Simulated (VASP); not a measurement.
A run of VASP 6.6.1 is set up as follows.

POSCAR

```
Sn
1.0
   -1.7491815770      1.7497193168      2.1561747156
    1.7491815770     -1.7497193168      2.1561747156
    1.7491815770      1.7497193168     -2.1561747156
Sn
1
Direct
    0.0000000000      0.0000000000      0.0000000000
```

Contents of INCAR.step1:

```
SYSTEM = Sn
ALGO = Normal
EDIFF = 1E-4
ENCUT = 520
GGA = PE
ISMEAR = 0
LASPH = .TRUE.
LCHARG = .FALSE.
LREAL = .FALSE.
LWAVE = .TRUE.
NBANDS = 13
NELM = 100
PREC = Accurate
SIGMA = 0.1
```

Contents of INCAR.step2:

```
SYSTEM = Sn
ALGO = Normal
EDIFF = 1E-7
ENCUT = 520
ISIF = 2
ISMEAR = 0
ISTART = 1
LASPH = .TRUE.
LCHARG = .TRUE.
LELF = .TRUE.
LMIXTAU = .TRUE.
LREAL = .FALSE.
LVHAR = .TRUE.
LWAVE = .FALSE.
METAGGA = R2SCAN
NBANDS = 13
NELM = 100
PREC = Accurate
SIGMA = 0.1
```

File KPOINTS:

```
k-points
0
G
  16 16 16
  0 0 0
```

Potentials or basis: VASP PAW PBE potentials, release 64 (Sn_d).

The run is started by

```console
$ cat potpaw_PBE.64/Sn_d/POTCAR > POTCAR
$ cp INCAR.step1 INCAR
$ mpirun -np 1 vasp_std > vasp.out
$ cp INCAR.step2 INCAR
$ mpirun -np 1 vasp_std > vasp.out
```

**Question.** Estimate the pressure.

**Answer.** 1.6 GPa.

**Question.** Predict the band gap on the k mesh.

**Answer.** Zero (bands 7 and 8 overlap by 10.73 eV).

Stress tensor (GPa, compression positive):
```
1.71 0.00 0.00
0.00 1.69 0.00
0.00 0.00 1.56
```

Caveat: the PAW data sets were made with another functional, which shifts forces and pressure a little; spin-orbit coupling is left out, which moves the levels of the heavy elements.
